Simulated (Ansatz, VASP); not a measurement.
This is a calculation of BiTe for Ansatz 0.2.0.

input.yaml

```yaml
crystal:
  lattice:
    - [0.0, 3.235, 3.235]
    - [3.235, 0.0, 3.235]
    - [3.235, 3.235, 0.0]
  atoms:
    - { symbol: Bi, position: [0.0, 0.0, 0.0] }
    - { symbol: Te, position: [0.5, 0.5, 0.5] }
kpoints:
  mp_grid: { grid: [5, 5, 5] }
scf:
  occupations: { method: gaussian, width: 0.01 }
hamiltonian:
  xc: pbesol
  pseudopotentials: { kind: all_electron, lapw: { basis_error: 0.001 } }
magnetization:
  noncollinear: true
  spin_orbit: true
output:
  forces: true
  stress: true
  eigenvalues: true
```

Potentials or basis: all-electron LAPW, relativistic spinors.

Run with:

```bash
$ ansatz run input.yaml --threads 1 --pin off --max-ram 3072MiB --backend cpu --events-out ev --progress --plain --runs-dir out
```

Problem. Set up the same calculation for VASP 6.6.1. Potentials there: VASP PAW PBE potentials, release 64 (Bi_d, Te).

Solution. As run (the cutoff follows the program's own potentials):

INCAR

```
PREC     = Accurate       # precision mode
ENCUT    = 520            # plane-wave cutoff, eV
EDIFF    = 1E-7           # SCF threshold, eV
ISMEAR   = 0              # smearing method
SIGMA    = 0.01           # smearing width, eV
LREAL    = F              # projectors in reciprocal space
LASPH    = T              # aspherical terms in the spheres
NELM     = 150            # most SCF steps
ALGO     = Normal         # electronic algorithm
ISIF     = 2              # what is computed and relaxed
LWAVE    = F              # write WAVECAR
LCHARG   = F              # write CHGCAR
LNONCOLLINEAR= T              # non-collinear magnetism
MAGMOM   = 0 0 0 0 0 0    # initial moments
LORBIT   = 11             # projections on sites
LSORBIT  = T              # spin-orbit coupling
GGA_COMPAT= F            
LORBMOM  = T            
GGA      = PS             # functional
NBANDS   = 33             # bands
```

File KPOINTS:

```
Automatic mesh
0
Gamma
  5 5 5
```

POSCAR

```
BiTe
1.0
    0.0000000000      3.2350000000      3.2350000000
    3.2350000000      0.0000000000      3.2350000000
    3.2350000000      3.2350000000      0.0000000000
Bi Te
1 1
Direct
    0.0000000000      0.0000000000      0.0000000000
    0.5000000000      0.5000000000      0.5000000000
```

Potentials or basis: VASP PAW PBE potentials, release 64 (Bi_d, Te).

Run with:

```bash
$ cat potpaw_PBE.64/Bi_d/POTCAR potpaw_PBE.64/Te/POTCAR > POTCAR
$ mpirun -np 1 vasp_ncl > vasp.out
```

Both were run:

|  | VASP | Ansatz | Ansatz less VASP |
| --- | --- | --- | --- |
| pressure (GPa) | 0.2 | 0.4 | +0.26 |

VASP's potentials were made for PBE, not for PBEsol. Ansatz ran all-electron here, and VASP with PAW potentials.

Noted on Ansatz's run: the k mesh is thin for a metal, which can move the energy by tens of meV per atom.
